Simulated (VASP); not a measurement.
Ca3SbP: single point with LDA

Ca3SbP:

```
CELL_PARAMETERS angstrom
5.29521 0.00000 0.00000
0.00000 5.29521 0.00000
0.00000 0.00000 5.29521
ATOMIC_POSITIONS crystal
Ca 0.98852 0.50000 0.50000
Ca 0.45430 0.00000 0.50000
Ca 0.45430 0.50000 0.00000
Sb 0.03511 0.00000 0.00000
P 0.49512 0.50000 0.50000
```

This cell differs from its parent crystal: atoms displaced along a vibrational mode, the cell strained.

| Item | Value |
| --- | --- |
| Program | VASP 6.6.1 |
| Task | single point |
| Functional | LDA |
| Potentials or basis | VASP PAW LDA potentials, release 64 (Ca_sv, Sb, P) |
| Cutoff | 520 eV |
| k mesh | 6 × 6 × 6 |
| Occupations | gaussian, width 0.05 eV |
| Spin | no spin polarisation |
| Dipole correction | no |
| Further INCAR settings | ALGO = Normal; EDIFF = 1e-06; NBANDS = 28 |

```json
{
 "Pressure": "-0.4 GPa",
 "Largest force": "0.074 eV/Å",
 "Band gap on the k mesh": "0.79 eV"
}
```

Forces in eV/Å, atoms in the order of the input:
```
Ca  -0.003  0.000  0.000
Ca   0.040  0.000  0.000
Ca   0.040  0.000  0.000
Sb  -0.003  0.000  0.000
P   -0.074  0.000  0.000
```

Stress tensor (GPa, compression positive):
```
 0.38  0.00  0.00
 0.00 -0.85  0.00
 0.00  0.00 -0.85
```

Levels at points of the mesh, in eV from the valence-band top:
```csv
k point,band 17,band 18,band 19,band 20,band 21,band 22,band 23,band 24
"(0.00, 0.00, 0.00)",-1.56,-0.07,0.00,0.00,0.79,0.97,1.14,1.31
"(0.50, 0.00, 0.00)",-1.45,-1.45,-0.86,-0.86,1.45,1.68,1.91,2.93
"(0.00, 0.50, 0.00)",-1.43,-1.41,-0.89,-0.75,1.42,1.69,1.93,2.75
"(0.50, 0.50, 0.00)",-1.64,-1.16,-1.06,-0.85,1.92,2.03,2.07,2.43
"(0.00, 0.50, 0.50)",-1.59,-1.08,-1.08,-0.64,1.85,1.85,1.98,2.26
"(0.50, 0.50, 0.50)",-2.99,-1.49,-1.49,-1.40,2.08,2.21,2.21,2.96
```

Run time: 2.6 min on 1 thread of Oxide Virtual Turin-like Processor, with other jobs on the host, peak memory 0.27 GiB.

Caveat: the cell differs from its parent crystal (atoms displaced along a vibrational mode, the cell strained); semilocal functionals underestimate gaps, and a narrow one can read as zero; spin-orbit coupling is left out, which moves the levels of the heavy elements. A k mesh can miss the band edges.
